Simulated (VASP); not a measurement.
# BiN (Pm-3m) in VASP: vibrations by perturbation theory with PBEsol

Aim: the vibrations by perturbation theory of BiN with PBEsol.

All numbers are computed with VASP 6.6.1; they aren't measurements. Logs are shortened: lines on timing, memory, paths and dates and some standing lists are left out, and cuts for length are marked.

## 1. The cell of the first run

Symmetry: Pm-3m, No. 221, cubic system. The conventional cell has a = 3.070 Å, b = 3.070 Å, c = 3.070 Å, α = 90.00°, β = 90.00°, γ = 90.00°. Within 3.5 Å of Bi (site symmetry m-3m) lie 8 N at 2.66 Å and 6 Bi at 3.07 Å. Within 3.5 Å of N (site symmetry m-3m) lie 8 Bi at 2.66 Å and 6 N at 3.07 Å.

## 2. Vibrations by perturbation theory, PBEsol

INCAR

```
SYSTEM = BiN
ALGO     = Normal         ! electronic algorithm
EDIFF    = 1E-8           ! SCF threshold, eV
ENCUT    = 520            ! plane-wave cutoff, eV
GGA      = PS             ! functional
IBRION   = 8              ! ionic algorithm
ISIF     = 2              ! what is computed and relaxed
ISMEAR   = -1             ! smearing method
LASPH    = .TRUE.         ! aspherical terms in the spheres
LCHARG   = .FALSE.        ! write CHGCAR
LREAL    = .FALSE.        ! projectors in reciprocal space
LWAVE    = .FALSE.        ! write WAVECAR
NELM     = 60             ! most SCF steps
NSW      = 1              ! ionic steps
PREC     = Accurate       ! precision mode
SIGMA    = 0.15           ! smearing width, eV
```

KPOINTS

```
k-points
0
G
  14 14 14
  0 0 0
```

POSCAR

```
BiN
1.0
    3.0701000000      0.0000000000      0.0000000000
    0.0000000000      3.0701000000      0.0000000000
    0.0000000000      0.0000000000      3.0701000000
Bi N
1 1
Direct
    0.0000000000      0.0000000000      0.0000000000
    0.5000000000      0.5000000000      0.5000000000
```

Potentials or basis: VASP PAW PBE potentials, release 64 (Bi_d, N).

The run is started by

```sh
$ cat potpaw_PBE.64/Bi_d/POTCAR potpaw_PBE.64/N/POTCAR > POTCAR
$ mpirun -np 1 vasp_std > vasp.out
```

OUTCAR:

```text
SYSTEM = BiN
   EDIFF = 1E-8
   ENCUT = 520
   GGA = PS
   IBRION = 8
   ISIF = 2
   ISMEAR = -1
   LASPH = .TRUE.
   LREAL = .FALSE.
   NELM = 60
   NSW = 1
   PREC = Accurate

 ion  position               nearest neighbor table
   1  0.000  0.000  0.000-   2 2.66   2 2.66   2 2.66   2 2.66   2 2.66   2 2.66   2 2.66   2 2.66

   2  0.500  0.500  0.500-   1 2.66   1 2.66   1 2.66   1 2.66   1 2.66   1 2.66   1 2.66   1 2.66

  LATTYP: Found a simple cubic cell.
 ALAT       =     3.0701000000

  Lattice vectors:

 A1 = (   3.0701000000,   0.0000000000,   0.0000000000)
 A2 = (   0.0000000000,   3.0701000000,   0.0000000000)
 A3 = (   0.0000000000,   0.0000000000,   3.0701000000)

Analysis of symmetry for initial positions (statically):
=====================================================================
 Subroutine PRICEL returns:
 Original cell was already a primitive cell.

 Routine SETGRP: Setting up the symmetry group for a
 simple cubic supercell.

 Subroutine GETGRP returns: Found 48 space group operations
 (whereof 48 operations were pure point group operations)
 out of a pool of 48 trial point group operations.

The static configuration has the point symmetry O_h .

Analysis of symmetry for dynamics (positions and initial velocities):
=====================================================================
 Subroutine PRICEL returns:
 Original cell was already a primitive cell.

 Routine SETGRP: Setting up the symmetry group for a
 simple cubic supercell.

 Subroutine GETGRP returns: Found 48 space group operations
 (whereof 48 operations were pure point group operations)
 out of a pool of 48 trial point group operations.

The dynamic configuration has the point symmetry O_h .

 Subroutine INISYM returns: Found 48 space group operations
 (whereof 48 operations are pure point group operations),
 and found     1 'primitive' translations

----------------------------------------------------------------------------------------

                                     Primitive cell

  volume of cell :      28.9373

  direct lattice vectors                    reciprocal lattice vectors
     3.070100000  0.000000000  0.000000000     0.325722289  0.000000000  0.000000000
     0.000000000  3.070100000  0.000000000     0.000000000  0.325722289  0.000000000
     0.000000000  0.000000000  3.070100000     0.000000000  0.000000000  0.325722289

  length of vectors
     3.070100000  3.070100000  3.070100000     0.325722289  0.325722289  0.325722289

  position of ions in fractional coordinates (direct lattice)
     0.000000000  0.000000000  0.000000000
     0.500000000  0.500000000  0.500000000

  ion indices of the primitive-cell ions
   primitive index   ion index
                 1           1
                 2           2

----------------------------------------------------------------------------------------

 KPOINTS: k-points

Automatic generation of k-mesh.
 Grid dimensions read from file:
 generate k-points for:   14   14   14

 Generating k-lattice:

  Cartesian coordinates                     Fractional coordinates (reciprocal lattice)
     0.023265878  0.000000000  0.000000000     0.071428571  0.000000000  0.000000000
     0.000000000  0.023265878  0.000000000     0.000000000  0.071428571  0.000000000
     0.000000000  0.000000000  0.023265878     0.000000000  0.000000000  0.071428571

  Length of vectors
     0.023265878  0.023265878  0.023265878

  Shift w.r.t. Gamma in fractional coordinates (k-lattice)
     0.000000000  0.000000000  0.000000000

 Subroutine IBZKPT returns following result:
 ===========================================

 Found    120 irreducible k-points:

 Following reciprocal coordinates:
            Coordinates               Weight
  0.000000  0.000000  0.000000      1.000000
  0.071429  0.000000  0.000000      6.000000
  0.142857  0.000000  0.000000      6.000000
  0.214286  0.000000  0.000000      6.000000
  0.285714  0.000000  0.000000      6.000000
  0.357143  0.000000  0.000000      6.000000
[... 16 lines left out ...]
  0.285714  0.214286  0.000000     24.000000
  0.357143  0.214286  0.000000     24.000000
 [... further k-points ...]
   k-points           NKPTS =    120   k-points in BZ     NKDIM =    120   number of bands    NBANDS=     14
[... 22 lines left out ...]
   NFREE  =      0    steps in history (QN), initial steepest desc. (CG)
   ISIF   =      2    stress and relaxation
   ISYM   =      2    0-nonsym 1-usesym 2-fastsym
   POTIM  = 0.5000    time-step for ionic-motion
   TEBEG  =    0.0;   TEEND  =   0.0 temperature during run
   PSTRESS=    0.0 pullay stress
   NELECT =      20.0000    total number of electrons
   NUPDOWN=      -1.0000    fix difference up-down
   EMIN   =  10.00;   EMAX   =-10.00  energy-range for DOS
   EFERMI =   0.00;   METHOD = LEGACY
   ISMEAR =    -1;   SIGMA  =   0.15  broadening in eV -4-tet -1-fermi 0-gaus
   EFERMI_NEDOS =   21; number of points for ismear=-14 and -15
   IALGO  =     38    algorithm
   IMIX   =      4    mixing-type and parameters
     AMIX     =   0.40;   BMIX     =  1.00
     AMIX_MAG =   1.60;   BMIX_MAG =  1.00
  volume/ion in A,a.u.               =      14.47        97.64
  Fermi-wavevector in a.u.,A,eV,Ry     =   1.447435  2.735255 28.505119  2.095067
  Thomas-Fermi vector in A             =   2.565390
   LORBIT       =      0    0 simple, 1 ext, 2 COOP (PROOUT), +10 PAW based schemes
   GGA     = PS    functional components
   LHFCALC =     F    Hartree Fock is set to
   AEXX    =    0.0000 exact exchange contribution
   IVDW    =     0    specifies the selected vdW correction
   LEPSILON=     F    determine dielectric tensor
   LRPA    =     F    only Hartree local field effects (RPA)
 non-spin polarized calculation
  energy-cutoff  :      520.00
  volume of cell :       28.94
 maximum number of plane-waves:       804
 NGX is ok and might be reduce to    24
   NGX = 11   NGY = 11   NGZ = 11

--------------------------------------- Ionic step        1  -------------------------------------------

 number of electron      19.9999999 magnetization

 Free energy of the ion-electron system (eV)
  ---------------------------------------------------
  ext. energy  EPLUGINS =         0.00000000
  ---------------------------------------------------
  free energy    TOTEN  =       -10.42944874 eV

  energy without entropy =      -10.36862626  energy(sigma->0) =      -10.39903750

 E-fermi :  10.5884     XC(G=0): -12.4011

 val. band max:       10.5716832160   @ k =   0.5000   0.0714   0.0714
 cond. band min:      10.6435607589   @ k =   0.5000   0.4286   0.3571
 fundamental gap:      0.0718775430
 Fermi energy:        10.5884090588

 k-point     1 :       0.0000    0.0000    0.0000
  band No.  band energies     occupation
      1     -12.9615      2.00000
      2     -12.9615      2.00000
      3     -12.3488      2.00000
      4     -12.3488      2.00000
      5     -12.3488      2.00000
      6      -6.6792      2.00000
      7       2.5505      2.00000
      8       8.3191      2.00000
      9       8.3191      2.00000
     10       8.3191      2.00000
     11      17.9740      0.00000
     12      17.9740      0.00000
     13      18.4428      0.00000
     14      18.4428      0.00000
[... 377 lines left out ...]
      1     -12.8332      2.00000
      2     -12.5769      2.00000
      3     -12.5185      2.00000
      4     -12.4693      2.00000
      5     -12.3960      2.00000
      6      -4.0988      2.00000
      7      -0.2593      2.00000
      8       6.0096      2.00000
      9       9.7745      1.99124
     10       9.7770      1.99109
     11      12.1620      0.00006
     12      15.2690      0.00000
     13      17.0899      0.00000
     14      20.6622      0.00000

 [... further k-points ...]
[... 5 lines left out ...]
  --------------------------------------------------------------------------------------
  -------------------------------------------------------------------------------------
  Total        1.8142742      1.8142742      1.8142742      0.0000000     -0.0000000      0.0000000
  in kB      100.4513868    100.4513868    100.4513868      0.0000000     -0.0000000      0.0000000
  external PRESSURE =     100.4513868 kB  Pullay stress =       0.0000000 kB

 VOLUME and BASIS-vectors are now :
 -----------------------------------------------------------------------------
  energy-cutoff  :      520.00
  volume of cell :       28.94
      direct lattice vectors                 reciprocal lattice vectors
     3.070100000  0.000000000  0.000000000     0.325722289  0.000000000  0.000000000
     0.000000000  3.070100000  0.000000000     0.000000000  0.325722289  0.000000000
     0.000000000  0.000000000  3.070100000     0.000000000  0.000000000  0.325722289

 POSITION                                       TOTAL-FORCE (eV/Angst)
 -----------------------------------------------------------------------------------
      0.00000      0.00000      0.00000         0.000000      0.000000      0.000000
      1.53505      1.53505      1.53505         0.000000      0.000000      0.000000
 -----------------------------------------------------------------------------------
    total drift:                                0.000000      0.000000     -0.000000

  FREE ENERGIE OF THE ION-ELECTRON SYSTEM (eV)
  ---------------------------------------------------
  free  energy   TOTEN  =       -10.4294487420 eV

  energy  without entropy=      -10.3686262644  energy(sigma->0) =      -10.39903750

[... ionic steps 2 to 3 ...]

--------------------------------------- Ionic step        4  -------------------------------------------

------------------------ aborting loop because EDIFF is reached ----------------------------------------

[... ionic steps 5 to 6 ...]

--------------------------------------- Ionic step        7  -------------------------------------------

 Free energy of the ion-electron system (eV)
  ---------------------------------------------------
  ---------------------------------------------------
  free energy    TOTEN  =        -0.22503020 eV

  energy without entropy =       -0.22503020

------------------------ aborting loop because EDIFF is reached ----------------------------------------

 INTERNAL STRAIN TENSOR  FOR ION    2  DIRECTION 1   (eV/Angst):
 -----------------------------------------------------------------------------
    -0.03005  0.00000  0.00000
     0.00000  0.01398 -0.00000
    -0.00000 -0.00000  0.01398

 INTERNAL STRAIN TENSOR FOR ION    2 for displacements in x,y,z  (eV/Angst):
          X           Y           Z          XY          YZ          ZX
  --------------------------------------------------------------------------------
  x     0.00000     0.00000     0.00000     0.00000     0.00000     0.00000
  y     0.00000     0.00000     0.00000     0.00000     0.00000     0.00000
  z     0.00000     0.00000     0.00000     0.00000     0.00000     0.00000

 SECOND DERIVATIVES (NOT SYMMETRIZED)
 ------------------------------------
               1X          1Y          1Z          2X          2Y          2Z
  1X     2.426301   -0.000000   -0.000000   -2.426301    0.000000    0.000000
  1Y    -0.000000    2.426301   -0.000000    0.000000   -2.426301    0.000000
  1Z     0.000000    0.000000    2.426301    0.000000   -0.000000   -2.426301
  2X    -2.404714   -0.000000   -0.000000    2.404714    0.000000    0.000000
  2Y    -0.000000   -2.404714   -0.000000    0.000000    2.404714    0.000000
  2Z    -0.000000   -0.000000   -2.404714    0.000000    0.000000    2.404714

 Eigenvectors and eigenvalues of the dynamical matrix
 ----------------------------------------------------

   1 f  =    0.007285 THz     0.045774 2PiTHz    0.243006 cm-1     0.030129 meV
             X         Y         Z           dx          dy          dz
      0.000000  0.000000  0.000000    -0.935051   -0.249722   -0.000000
      1.535050  1.535050  1.535050    -0.243112   -0.064928    0.000000
[... 21 lines left out ...]
   6 f/i=    6.694330 THz    42.061713 2PiTHz  223.298799 cm-1    27.685510 meV
             X         Y         Z           dx          dy          dz
      0.000000  0.000000  0.000000     0.251633   -0.000000   -0.000000
      1.535050  1.535050  1.535050    -0.967823    0.000000    0.000000

--------------------------------------------------------------------------------------------------------

 ELASTIC MODULI CONTR FROM IONIC RELAXATION (kBar)
 Direction    XX          YY          ZZ          XY          YZ          ZX
 --------------------------------------------------------------------------------
 XX           0.0000      0.0000      0.0000      0.0000      0.0000      0.0000
 YY           0.0000      0.0000      0.0000      0.0000      0.0000      0.0000
 ZZ           0.0000      0.0000      0.0000      0.0000      0.0000      0.0000
 XY           0.0000      0.0000      0.0000      0.0000      0.0000      0.0000
 YZ           0.0000      0.0000      0.0000      0.0000      0.0000      0.0000
 ZX           0.0000      0.0000      0.0000      0.0000      0.0000      0.0000
 --------------------------------------------------------------------------------
```

It took 2.7 min on 1 thread of Intel Xeon 6975P-C, shared host; peak memory 0.4 GiB.

Results:

```
Highest phonon frequency at Γ, LO-TO splitting left out : 0 cm⁻¹
Most unstable mode                                      : 223i cm⁻¹
```

Phonon frequencies in cm⁻¹ (negative: imaginary):
```csv
q point,frequencies
"(0.000, 0.000, 0.000)",-223 -223 -223 0 0 0
```

Caveat: the cell wasn't relaxed at this level first, which shifts response properties; some modes are imaginary; the PAW data sets were made with another functional, which shifts forces and pressure a little; spin-orbit coupling is left out, which moves the levels of the heavy elements.
